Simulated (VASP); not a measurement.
# H9ClO4 in VASP: a series of runs

H9ClO4 is run at these levels: PBE; tasks: single point.

Program: VASP 6.6.1. These are calculated values, not measurements. Logs are shortened: lines on timing, memory, paths and dates and some standing lists are left out, and cuts for length are marked.

### 1 The cell of the first run

The cell holds a disordered packing, 14 atoms: a = 5.730 Å, b = 5.730 Å, c = 5.730 Å, α = 90.00°, β = 90.00°, γ = 90.00°.

### 2 Single point, PBE

The input, INCAR:

```
SYSTEM = H9ClO4
PREC = Accurate ; ENCUT = 520
EDIFF = 1E-7 ; ISMEAR = -1
SIGMA = 0.05 ; LREAL = .False.
LASPH = .True. ; NELM = 80
ALGO = Normal ; ISIF = 2
LWAVE = .False. ; LCHARG = .True.
GGA = PE ; LELF = .True.
LVHAR = .True. ; NBANDS = 33
```

The input, KPOINTS:

```
Automatic mesh
0
Gamma
  1 1 1
  0 0 0
```

The input, POSCAR:

```
H9ClO4
1.0
    5.7296700000      0.0000000000      0.0000000000
    0.0000000000      5.7296700000      0.0000000000
    0.0000000000      0.0000000000      5.7296700000
O H Cl
4 9 1
Direct
    0.7822963626      0.3341379172      0.6919770249
    0.1693116707      0.9199657223      0.0252894146
    0.3584150571      0.4492579852      0.4016985271
    0.4734304070      0.7642150421      0.7462209865
    0.9033853608      0.2287566300      0.7498861191
    0.6842627935      0.2650763482      0.5608176387
    0.2623536783      0.8295242134     -0.1129384415
    0.2570130566      0.9452376838      0.1574610754
    0.1928034250      0.4171444429      0.3769327029
    0.4562042840      0.4649656961      0.2589503409
    0.6125832727      0.6837217501      0.8172198399
    0.4356969948      0.6946996947      0.5835240075
    1.0265163613      0.8144099049      0.0885216775
    0.8030654471      0.6192154173      0.1525044200
```

Potentials or basis: VASP PAW PBE potentials, release 64 (O, H, Cl).

Launch:

```bash
cat potpaw_PBE.64/O/POTCAR potpaw_PBE.64/H/POTCAR potpaw_PBE.64/Cl/POTCAR > POTCAR
mpirun -np 1 vasp_gam > vasp.out
```

OUTCAR:

```text
SYSTEM = H9ClO4
   PREC = Accurate
   ENCUT = 520
   EDIFF = 1E-7
   ISMEAR = -1
   LREAL = .False.
   LASPH = .True.
   NELM = 80
   ISIF = 2
   GGA = PE

 ion  position               nearest neighbor table
   1  0.782  0.334  0.692-   5 0.98   6 1.02
   2  0.169  0.920  0.025-   8 0.92  13 1.08   7 1.09
   3  0.358  0.449  0.402-   9 0.98  10 1.00
   4  0.473  0.764  0.746-  11 1.01  12 1.04
   5  0.903  0.229  0.750-   1 0.98
   6  0.684  0.265  0.561-   1 1.02
   7  0.262  0.830  0.887-   2 1.09
   8  0.257  0.945  0.157-   2 0.92
   9  0.193  0.417  0.377-   3 0.98
  10  0.456  0.465  0.259-   3 1.00
  11  0.613  0.684  0.817-   4 1.01
  12  0.436  0.695  0.584-   4 1.04
  13  0.027  0.814  0.089-   2 1.08  14 1.74
  14  0.803  0.619  0.153-  13 1.74

  LATTYP: Found a simple cubic cell.
 ALAT       =     5.7296700000

  Lattice vectors:

 A1 = (   5.7296700000,   0.0000000000,   0.0000000000)
 A2 = (   0.0000000000,   5.7296700000,   0.0000000000)
 A3 = (   0.0000000000,   0.0000000000,   5.7296700000)

Analysis of symmetry for initial positions (statically):
=====================================================================
 Subroutine PRICEL returns:
 Original cell was already a primitive cell.

 Routine SETGRP: Setting up the symmetry group for a
 simple cubic supercell.

 Subroutine GETGRP returns: Found  1 space group operations
 (whereof  1 operations were pure point group operations)
 out of a pool of 48 trial point group operations.

The static configuration has the point symmetry C_1 .

Analysis of symmetry for dynamics (positions and initial velocities):
=====================================================================
 Subroutine PRICEL returns:
 Original cell was already a primitive cell.

 Routine SETGRP: Setting up the symmetry group for a
 simple cubic supercell.

 Subroutine GETGRP returns: Found  1 space group operations
 (whereof  1 operations were pure point group operations)
 out of a pool of 48 trial point group operations.

The dynamic configuration has the point symmetry C_1 .

 Subroutine INISYM returns: Found  1 space group operations
 (whereof  1 operations are pure point group operations),
[... 105 lines left out ...]
   TEBEG  =    0.0;   TEEND  =   0.0 temperature during run
   PSTRESS=    0.0 pullay stress
   NELECT =      40.0000    total number of electrons
   NUPDOWN=      -1.0000    fix difference up-down
   EMIN   =  10.00;   EMAX   =-10.00  energy-range for DOS
   EFERMI =   0.00;   METHOD = LEGACY
   ISMEAR =    -1;   SIGMA  =   0.05  broadening in eV -4-tet -1-fermi 0-gaus
   EFERMI_NEDOS =   21; number of points for ismear=-14 and -15
   IALGO  =     38    algorithm
   IMIX   =      4    mixing-type and parameters
     AMIX     =   0.40;   BMIX     =  1.00
     AMIX_MAG =   1.60;   BMIX_MAG =  1.00
  volume/ion in A,a.u.               =      13.44        90.67
  Fermi-wavevector in a.u.,A,eV,Ry     =   0.977159  1.846563 12.991382  0.954840
  Thomas-Fermi vector in A             =   2.107834
   LORBIT       =      0    0 simple, 1 ext, 2 COOP (PROOUT), +10 PAW based schemes
   GGA     = PE    functional components
   LHFCALC =     F    Hartree Fock is set to
   AEXX    =    0.0000 exact exchange contribution
   IVDW    =     0    specifies the selected vdW correction
   LEPSILON=     F    determine dielectric tensor
   LRPA    =     F    only Hartree local field effects (RPA)
 non-spin polarized calculation
  energy-cutoff  :      520.00
  volume of cell :      188.10
 maximum number of plane-waves:      2521
 NGX is ok and might be reduce to    42
   NGX = 21   NGY = 21   NGZ = 21

 number of electron      39.9999996 magnetization

 Free energy of the ion-electron system (eV)
  ---------------------------------------------------
  ext. energy  EPLUGINS =         0.00000000
  ---------------------------------------------------
  free energy    TOTEN  =       -63.98096523 eV

  energy without entropy =      -63.98096523  energy(sigma->0) =      -63.98096523

 E-fermi :  -1.8590     XC(G=0):  -6.2535

 val. band max:       -3.1006947055   @ k =   0.0000   0.0000   0.0000
 cond. band min:       0.6218547683   @ k =   0.0000   0.0000   0.0000
 fundamental gap:      3.7225494738
 Fermi energy:        -1.8589907884

 k-point     1 :       0.0000    0.0000    0.0000
  band No.  band energies     occupation
      1     -24.9005      2.00000
      2     -22.3895      2.00000
      3     -21.7378      2.00000
      4     -21.3156      2.00000
      5     -15.5565      2.00000
      6     -12.2847      2.00000
[... 24 lines left out ...]
     31       7.3415      0.00000
     32       7.8517      0.00000
 [bands above 32 left out]

------------------------ aborting loop because EDIFF is reached ----------------------------------------

  FORCE on cell =-STRESS in cart. coord.  units (eV):
  Direction    XX          YY          ZZ          XY          YZ          ZX
  --------------------------------------------------------------------------------------
  -------------------------------------------------------------------------------------
  Total       -2.8873585      0.1743875     -0.9156765      0.6348954     -0.2708746      0.8191010
  in kB      -24.5936205      1.4853780     -7.7994473      5.4078411     -2.3072255      6.9768475
  external PRESSURE =     -10.3025633 kB  Pullay stress =       0.0000000 kB

 VOLUME and BASIS-vectors are now :
 -----------------------------------------------------------------------------
  energy-cutoff  :      520.00
  volume of cell :      188.10
      direct lattice vectors                 reciprocal lattice vectors
     5.729670000  0.000000000  0.000000000     0.174530121  0.000000000  0.000000000
     0.000000000  5.729670000  0.000000000     0.000000000  0.174530121  0.000000000
     0.000000000  0.000000000  5.729670000     0.000000000  0.000000000  0.174530121

 POSITION                                       TOTAL-FORCE (eV/Angst)
 -----------------------------------------------------------------------------------
      4.48230      1.91450      3.96480        -0.775626     -0.272965     -1.172964
      0.97010      5.27110      0.14490        -2.345400     -0.678195     -2.733981
      2.05360      2.57410      2.30160         0.451740      0.019220      0.153099
      2.71260      4.37870      4.27560        -0.660741     -0.209325     -1.350689
      5.17610      1.31070      4.29660        -0.596861     -0.108300     -0.424987
      3.92060      1.51880      3.21330         1.352212      0.358800      1.585407
      1.50320      4.75290      5.08257         1.220055      0.262573      0.624339
      1.47260      5.41590      0.90220         2.399256      0.573607      2.299683
      1.10470      2.39010      2.15970         0.153177      0.219782     -0.558859
      2.61390      2.66410      1.48370        -0.676554     -0.003797      0.252415
      3.50990      3.91750      4.68240        -0.768909      0.080179     -0.280443
      2.49640      3.98040      3.34340         0.600500     -0.042813      1.828077
      0.15193      4.66630      0.50720        -0.512424     -0.365612     -0.359704
      4.60130      3.54790      0.87380         0.159574      0.166845      0.138606
 -----------------------------------------------------------------------------------
    total drift:                               -0.000479     -0.000637      0.000064

  FREE ENERGIE OF THE ION-ELECTRON SYSTEM (eV)
  ---------------------------------------------------
  free  energy   TOTEN  =       -63.9809652294 eV

  energy  without entropy=      -63.9809652293  energy(sigma->0) =      -63.98096523
```

stdout:

```text
POSCAR found type information on POSCAR O H Cl
 POSCAR found :  3 types and      14 ions
 scaLAPACK will be used
 LDA part: xc-table for (Slater+PW92), standard interpolation
 POSCAR, INCAR and KPOINTS ok, starting setup
 FFT: planning ... GRIDC
 FFT: planning ... GRID_SOFT
 FFT: planning ... GRID
 WAVECAR not read
 entering main loop
```

Run time: 15 s. Hardware: 1 thread of AMD EPYC 9R45 (Zen 5), shared host; peak memory 0.26 GiB.

Results:

| Item | Value |
| --- | --- |
| Free energy | -63.9810 eV |
| Pressure | -1.0 GPa |
| Largest force | 3.665 eV/Å |

Forces on the atoms (eV/Å):
```
O   -0.776 -0.273 -1.173
O   -2.345 -0.678 -2.734
O    0.452  0.019  0.153
O   -0.661 -0.209 -1.351
H   -0.597 -0.108 -0.425
H    1.352  0.359  1.585
H    1.220  0.263  0.624
H    2.399  0.574  2.300
H    0.153  0.220 -0.559
H   -0.677 -0.004  0.252
H   -0.769  0.080 -0.280
H    0.601 -0.043  1.828
H   -0.512 -0.366 -0.360
Cl   0.160  0.167  0.139
```

Stress tensor (GPa, compression positive):
```
-2.46  0.54  0.70
 0.54  0.15 -0.23
 0.70 -0.23 -0.78
```

Levels at points of the mesh, in eV from the Fermi level:
```tsv
k point	band 17	band 18	band 19	band 20	band 21	band 22	band 23	band 24
(0.00, 0.00, 0.00)	-2.13	-2.01	-1.57	-1.24	2.48	6.01	6.20	6.55
```

Caveat: the k points lie up to 1.10 Å⁻¹ apart.

### 3 Single point, PBE

The input, INCAR:

```
SYSTEM = H9ClO4
ALGO = Normal
EDIFF = 1E-6
ENCUT = 520
GGA = PE
ISIF = 2
ISMEAR = -1
LASPH = .True.
LCHARG = .False.
LREAL = .False.
LWAVE = .False.
NBANDS = 33
NELM = 60
PREC = Accurate
SIGMA = 0.05
```

The input, KPOINTS:

```
k-points
0
Gamma
  1 1 1
  0 0 0
```

The input, POSCAR:

```
H9ClO4
1.0
    5.7296700000      0.0000000000      0.0000000000
    0.0000000000      5.7296700000      0.0000000000
    0.0000000000      0.0000000000      5.7296700000
O H Cl
4 9 1
Direct
    0.7468667480      0.3387455124      0.6466515524
    0.1823665237      0.9446268284     -0.0330385520
    0.3461630425      0.4607944262      0.3868634668
    0.4712662335      0.7771128180      0.7317349865
    0.8986905005      0.3335445148      0.5761239303
    0.7085050273      0.2015822901      0.7334977407
    0.3690439414      0.8618122859     -0.1274593476
    0.2467157794      1.0532892819      0.0875792149
    0.2053521407      0.5062595228      0.2964568640
    0.4878989540      0.4887192456      0.2976262158
    0.6292334463      0.7185928684      0.7643372131
    0.4166383055      0.6483619475      0.6084818148
    1.0444580578      0.8432946400      0.0471056797
    0.8313393267      0.6450284222      0.1443189573
```

Potentials or basis: VASP PAW PBE potentials, release 64 (O, H, Cl).

Launch:

```bash
cat potpaw_PBE.64/O/POTCAR potpaw_PBE.64/H/POTCAR potpaw_PBE.64/Cl/POTCAR > POTCAR
mpirun -np 1 vasp_gam > vasp.out
```

Run time: 11 s. Hardware: 1 thread of AMD EPYC 9R45 (Zen 5), shared host; peak memory 0.26 GiB.

Results (log left out):

```yaml
Free_energy: -64.1736 eV
Pressure: -0.5 GPa
Largest_force: 2.977 eV/Å
```

Forces in eV/Å, atoms in the order of the input:
```
O   -0.761  1.268 -0.274
O    0.390  1.206  1.594
O   -0.911  0.161  0.679
O    1.374 -1.548 -2.141
H    0.430 -0.542  0.076
H    0.450 -0.619  0.143
H   -1.398 -0.744 -0.310
H   -0.791 -0.548 -0.571
H    0.482  0.171  0.014
H    0.348  0.139 -0.437
H    0.149  0.011  0.715
H   -0.500  0.957  0.725
H    0.709  0.113 -0.359
Cl   0.029 -0.025  0.146
```

Stress tensor (GPa, compression positive):
```
-0.68 -1.02 -1.46
-1.02 -0.54 -1.29
-1.46 -1.29 -0.20
```

Levels at points of the mesh, in eV from the Fermi level:
```tsv
k point	band 17	band 18	band 19	band 20	band 21	band 22	band 23	band 24
(0.00, 0.00, 0.00)	-2.28	-1.89	-1.66	-1.27	2.62	5.84	6.45	6.79
```

Caveat: the k points lie up to 1.10 Å⁻¹ apart.

### 4 Single point, PBE

The input, INCAR:

```
SYSTEM = H9ClO4
  PREC = Accurate
  ENCUT = 520
  EDIFF = 1E-6
  ISMEAR = -1
  SIGMA = 0.05
  LREAL = .FALSE.
  LASPH = .TRUE.
  NELM = 80
  ALGO = Normal
  ISIF = 2
  LWAVE = .FALSE.
  LCHARG = .FALSE.
  GGA = PE
  NBANDS = 33
```

The input, KPOINTS:

```
regular mesh
0
G
  1 1 1
  0 0 0
```

The input, POSCAR:

```
H9ClO4
1.0
    5.7296700000      0.0000000000      0.0000000000
    0.0000000000      5.7296700000      0.0000000000
    0.0000000000      0.0000000000      5.7296700000
O H Cl
4 9 1
Direct
    0.7413166901      0.2791609290      0.6660243958
    0.2477978662      0.8892135149      0.0176799013
    0.3827620090      0.4359936960      0.3953456307
    0.4887716046      0.7445280444      0.7082432322
    0.8212165797      0.3662165535      0.7796435048
    0.6541563476      0.1520855477      0.7212631792
    0.3886785801      0.8158235989     -0.1465878489
    0.2707485771      1.0462033590      0.0938448462
    0.2722495362      0.4404965731      0.2575541000
    0.5455811591      0.4628887877      0.2956016664
    0.6296174125      0.6681362103      0.7898186108
    0.4250506574      0.6360924800      0.5867702677
    1.1024195111      0.8336954833      0.1075105547
    0.8136245194      0.6175050221      0.1030774896
```

Potentials or basis: VASP PAW PBE potentials, release 64 (O, H, Cl).

Launch:

```bash
cat potpaw_PBE.64/O/POTCAR potpaw_PBE.64/H/POTCAR potpaw_PBE.64/Cl/POTCAR > POTCAR
mpirun -np 1 vasp_gam > vasp.out
```

OUTCAR:

```text
SYSTEM = H9ClO4
   PREC = Accurate
   ENCUT = 520
   EDIFF = 1E-6
   ISMEAR = -1
   LREAL = .FALSE.
   LASPH = .TRUE.
   NELM = 80
   ISIF = 2
   GGA = PE

 ion  position               nearest neighbor table
   1  0.741  0.279  0.666-   6 0.94   5 0.94
   2  0.248  0.889  0.018-   8 1.01  13 1.03   7 1.31
   3  0.383  0.436  0.395-   9 1.01  10 1.10
   4  0.489  0.745  0.708-  12 1.00  11 1.03   7 1.09
   5  0.821  0.366  0.780-   1 0.94
   6  0.654  0.152  0.721-   1 0.94
   7  0.389  0.816  0.853-   4 1.09   2 1.31
   8  0.271  0.046  0.094-   2 1.01
   9  0.272  0.440  0.258-   3 1.01
  10  0.546  0.463  0.296-   3 1.10
  11  0.630  0.668  0.790-   4 1.03
  12  0.425  0.636  0.587-   4 1.00
  13  0.102  0.834  0.108-   2 1.03
  14  0.814  0.618  0.103-

  LATTYP: Found a simple cubic cell.
 ALAT       =     5.7296700000

  Lattice vectors:

 A1 = (   5.7296700000,   0.0000000000,   0.0000000000)
 A2 = (   0.0000000000,   5.7296700000,   0.0000000000)
 A3 = (   0.0000000000,   0.0000000000,   5.7296700000)

Analysis of symmetry for initial positions (statically):
=====================================================================
 Subroutine PRICEL returns:
 Original cell was already a primitive cell.

 Routine SETGRP: Setting up the symmetry group for a
 simple cubic supercell.

 Subroutine GETGRP returns: Found  1 space group operations
 (whereof  1 operations were pure point group operations)
 out of a pool of 48 trial point group operations.

The static configuration has the point symmetry C_1 .

Analysis of symmetry for dynamics (positions and initial velocities):
=====================================================================
 Subroutine PRICEL returns:
 Original cell was already a primitive cell.
[... 137 lines left out ...]
   LEPSILON=     F    determine dielectric tensor
   LRPA    =     F    only Hartree local field effects (RPA)
 non-spin polarized calculation
  energy-cutoff  :      520.00
  volume of cell :      188.10
 maximum number of plane-waves:      2521
 NGX is ok and might be reduce to    42
   NGX = 21   NGY = 21   NGZ = 21

 number of electron      40.0000004 magnetization

 Free energy of the ion-electron system (eV)
  ---------------------------------------------------
  ext. energy  EPLUGINS =         0.00000000
  ---------------------------------------------------
  free energy    TOTEN  =       -63.96354361 eV

  energy without entropy =      -63.96354361  energy(sigma->0) =      -63.96354361

 E-fermi :  -2.2679     XC(G=0):  -6.2220

 val. band max:       -3.5715382391   @ k =   0.0000   0.0000   0.0000
 cond. band min:       0.6487030757   @ k =   0.0000   0.0000   0.0000
 fundamental gap:      4.2202413148
 Fermi energy:        -2.2678907693

 k-point     1 :       0.0000    0.0000    0.0000
  band No.  band energies     occupation
      1     -24.1192      2.00000
      2     -23.0235      2.00000
      3     -21.9699      2.00000
      4     -21.7058      2.00000
      5     -15.6679      2.00000
      6     -12.3341      2.00000
[... 24 lines left out ...]
     31       7.2118      0.00000
     32       7.7750      0.00000
 [bands above 32 left out]

------------------------ aborting loop because EDIFF is reached ----------------------------------------

  FORCE on cell =-STRESS in cart. coord.  units (eV):
  Direction    XX          YY          ZZ          XY          YZ          ZX
  --------------------------------------------------------------------------------------
  -------------------------------------------------------------------------------------
  Total       -1.8886567      0.9556562     -1.3708451      0.2832062     -0.1993277      1.3356834
  in kB      -16.0869897      8.1399819    -11.6764314      2.4122623     -1.6978114     11.3769348
  external PRESSURE =      -6.5411464 kB  Pullay stress =       0.0000000 kB

 VOLUME and BASIS-vectors are now :
 -----------------------------------------------------------------------------
  energy-cutoff  :      520.00
  volume of cell :      188.10
      direct lattice vectors                 reciprocal lattice vectors
     5.729670000  0.000000000  0.000000000     0.174530121  0.000000000  0.000000000
     0.000000000  5.729670000  0.000000000     0.000000000  0.174530121  0.000000000
     0.000000000  0.000000000  5.729670000     0.000000000  0.000000000  0.174530121

 POSITION                                       TOTAL-FORCE (eV/Angst)
 -----------------------------------------------------------------------------------
      4.24750      1.59950      3.81610         0.280467      0.599201     -2.748871
      1.41980      5.09490      0.10130        -1.115390      2.225155      2.414907
      2.19310      2.49810      2.26520         1.495909      0.263686     -3.249104
      2.80050      4.26590      4.05800         1.728616      0.472999      1.026980
      4.70530      2.09830      4.46710         0.693507      0.363393      1.903112
      3.74810      0.87140      4.13260        -0.619893     -1.118761      0.988114
      2.22700      4.67440      4.88977        -0.564787     -0.647102     -0.674021
      1.55130      0.26473      0.53770         0.303415     -1.241296     -0.827009
      1.55990      2.52390      1.47570         0.335975      0.347568      1.465603
      3.12600      2.65220      1.69370        -1.958605     -0.266458      1.707482
      3.60750      3.82820      4.52540        -0.677876      0.353776     -0.238164
      2.43540      3.64460      3.36200        -0.554894     -0.630746     -0.507858
      0.58683      4.77680      0.61600         0.562283     -0.597644     -1.237615
      4.66180      3.53810      0.59060         0.091273     -0.123771     -0.023556
 -----------------------------------------------------------------------------------
    total drift:                                0.000321     -0.000230     -0.000978

  FREE ENERGIE OF THE ION-ELECTRON SYSTEM (eV)
  ---------------------------------------------------
  free  energy   TOTEN  =       -63.9635436090 eV

  energy  without entropy=      -63.9635436090  energy(sigma->0) =      -63.96354361
```

It took 12 s on 1 thread of AMD EPYC 9R45 (Zen 5), shared host; peak memory 0.26 GiB.

What came out:

```
Free energy   : -63.9635 eV
Pressure      : -0.7 GPa
Largest force : 3.587 eV/Å
```

Forces on the atoms (eV/Å):
```
O    0.280  0.599 -2.749
O   -1.115  2.225  2.415
O    1.496  0.264 -3.249
O    1.729  0.473  1.027
H    0.694  0.363  1.903
H   -0.620 -1.119  0.988
H   -0.565 -0.647 -0.674
H    0.303 -1.241 -0.827
H    0.336  0.348  1.466
H   -1.959 -0.266  1.707
H   -0.678  0.354 -0.238
H   -0.555 -0.631 -0.508
H    0.562 -0.598 -1.238
Cl   0.091 -0.124 -0.024
```

Caveat: the k points lie up to 1.10 Å⁻¹ apart; the atoms stand as in a frame of molecular dynamics.

(Part 1 of 2 ends here.)
